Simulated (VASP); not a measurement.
Input of a VASP 6.6.1 run:

Contents of INCAR:

```
SYSTEM = Cu
PREC = Accurate
ENCUT = 600
EDIFF = 1E-7
ISMEAR = 0
SIGMA = 0.1
LREAL = .False.
LASPH = .True.
NELM = 80
ALGO = Fast
ISIF = 3
LWAVE = .False.
LCHARG = .False.
GGA = PS
IBRION = 2
NSW = 100
EDIFFG = -0.005
```

KPOINTS

```
regular mesh
0
Gamma
  18 18 6
  0 0 0
```

File POSCAR:

```
Cu
1.0
    2.5307640267      0.0000000000      0.0000000000
   -1.2653820134      2.1917059381      0.0000000000
    0.0000000000      0.0000000000      8.2618150800
Cu
4
Direct
    0.0000000000      0.0000000000      0.0000000000
    0.3333333300      0.6666666700      0.2500000000
    0.0000000000      0.0000000000      0.5000000000
    0.6666666700      0.3333333300      0.7500000000
```

Potentials or basis: VASP PAW PBE potentials, release 64 (Cu).

Command:

```bash
$ cat potpaw_PBE.64/Cu/POTCAR > POTCAR
$ mpirun -np 1 vasp_std > vasp.out
```

Q: Predict the space group after relaxing (to 0.1 Å).

A: P6_3/mmc (No. 194).

Q: Predict the band gap on the k mesh.

A: Zero (bands 22 and 23 overlap by 5.24 eV).

Q: Estimate the relaxed cell.

A: a = 2.524 Å, b = 2.524 Å, c = 8.247 Å, α = 90.00°, β = 90.00°, γ = 120.00°.

Q: Estimate the relaxed volume.

A: 11.38 Å³/atom.

Final structure:
```
Cu
1.0
     2.52413    0.00000    0.00000
    -1.26207    2.18596    0.00000
     0.00000    0.00000    8.24651
Cu
4
Direct
  0.00000 0.00000 0.00000
  0.33333 0.66667 0.25000
  0.00000 0.00000 0.50000
  0.66667 0.33333 0.75000
```

Caveat: the PAW data sets were made with another functional, which shifts forces and pressure a little.
